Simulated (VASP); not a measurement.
AlIn2:

```
Al In
1.0
    -3.26652    3.26652    2.72480
     3.26652   -3.26652    2.72480
     3.26652    3.26652   -2.72480
Al In
2 4
Direct
  0.75000 0.75000 0.00000
  0.25000 0.25000 0.00000
  0.65855 0.15855 0.81710
  0.15855 0.34145 0.50000
  0.84145 0.65855 0.50000
  0.34145 0.84145 0.18290
```

The cell was generated, and may not be a known phase.

- Program: VASP 6.6.1
- Task: relaxation of cell and atoms
- Functional: PBE
- Potentials or basis: VASP PAW PBE potentials, release 64 (Al, In_d)
- Cutoff: 600 eV
- k mesh: 4 × 4 × 4
- Occupations: gaussian, width 0.1 eV
- Spin: no spin polarisation

At the start: pressure 17.1 GPa; volume 19.38 Å³/atom.

Q: How do energy, volume and symmetry change on relaxing?

A: Over 6 steps the energy falls by 216.4 meV/atom and the volume is 24.16 Å³/atom (+24.6 %); space group I4/mcm (No. 140, to 0.1 Å) before and after.

The path:
| step | energy change (eV) | largest force (eV/Å) | pressure (GPa) | volume (Å³) |
| --- | --- | --- | --- | --- |
| 1 | 0.0000 | 0.1651 | 17.07 | 116.30 |
| 2 | -1.2160 | 0.0931 | -2.40 | 154.55 |
| 3 | -1.2866 | 0.0313 | -0.04 | 144.80 |
| 4 | -1.2870 | 0.0369 | -0.16 | 145.41 |
| 5 | -1.2974 | 0.0340 | -0.01 | 145.07 |
| 6 | -1.2984 | 0.0339 | 0.02 | 144.94 |

Final structure:
```
Al In
1.0
    -3.57204    3.57204    2.83990
     3.57204   -3.57204    2.83990
     3.57204    3.57204   -2.83990
Al In
2 4
Direct
  0.75000 0.75000 0.00000
  0.25000 0.25000 0.00000
  0.65809 0.15809 0.81617
  0.15809 0.34191 0.50000
  0.84191 0.65809 0.50000
  0.34191 0.84191 0.18383
```

Caveat: the k points lie up to 0.35 Å⁻¹ apart in the final cell, too coarse for converged energies and pressures of a metal; the volume moved by over 15 % at a fixed basis, so the end points are rough.
